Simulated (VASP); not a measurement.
The system is AlN.

```
Al N
1.0
     0.00000    2.03525    2.03525
     2.03525    0.00000    2.03525
     2.03525    2.03525    0.00000
Al N
1 1
Cartesian
  0.0000 0.0000 0.0000
  2.0353 2.0353 2.0353
```

| Quantity | Value |
| --- | --- |
| Program | VASP 6.6.1 |
| Task | relaxation of cell and atoms |
| Functional | LDA |
| Potentials or basis | VASP PAW LDA potentials, release 64 (Al, N) |
| Cutoff | 600 eV |
| k mesh | 10 × 10 × 10 |
| Occupations | fermi-dirac, width 0.02 eV |
| Spin | no spin polarisation |

At the start: pressure -10.8 GPa; volume 8.43 Å³/atom.

Q: Where does the relaxation end?

A: Over 3 steps the energy falls by 12.2 meV/atom and the volume is 8.08 Å³/atom (-4.1 %); space group Fm-3m (No. 225, to 0.05 Å).

Step by step:
| step | energy change (eV) | largest force (eV/Å) | pressure (GPa) | volume (Å³) |
| --- | --- | --- | --- | --- |
| 1 | 0.0000 | 0.0000 | -10.80 | 16.86 |
| 2 | -0.0004 | 0.0000 | 12.31 | 15.51 |
| 3 | -0.0245 | 0.0000 | -0.08 | 16.17 |

Final structure:
```
CELL_PARAMETERS angstrom
0.00000 2.00685 2.00685
2.00685 0.00000 2.00685
2.00685 2.00685 0.00000
ATOMIC_POSITIONS crystal
Al 0.00000 0.00000 0.00000
N 0.50000 0.50000 0.50000
```
